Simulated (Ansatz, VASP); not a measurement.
# InH in VASP and in Ansatz

```
CELL_PARAMETERS angstrom
0.00000 2.67298 2.67298
2.67298 0.00000 2.67298
2.67298 2.67298 0.00000
ATOMIC_POSITIONS crystal
In 0.00000 0.00000 0.00000
H 0.25000 0.25000 0.25000
```

Change from the starting cell: species swapped into the AlAs type (F-43m, No. 216).

Alike in both runs: task single point; functional PBE; k mesh 6 × 6 × 6; occupations gaussian, width 0.1 eV; no spin polarisation.

|  | VASP | Ansatz |
| --- | --- | --- |
| version | VASP 6.6.1 | Ansatz 0.2.0 |
| potentials or method | VASP PAW PBE potentials, release 64 (In_d, H), cutoff 520 eV | scalar-relativistic, plane waves, PAW |
| valence electrons in the cell | 14 | 14 |

```tsv
	VASP	Ansatz	Ansatz less VASP
gap on the k mesh at the Fermi level (eV)	none	none	-
pressure (GPa)	-1.0	-1.0	+0.06
```

A gap of «none» marks a metal or a gap that the smearing closes.
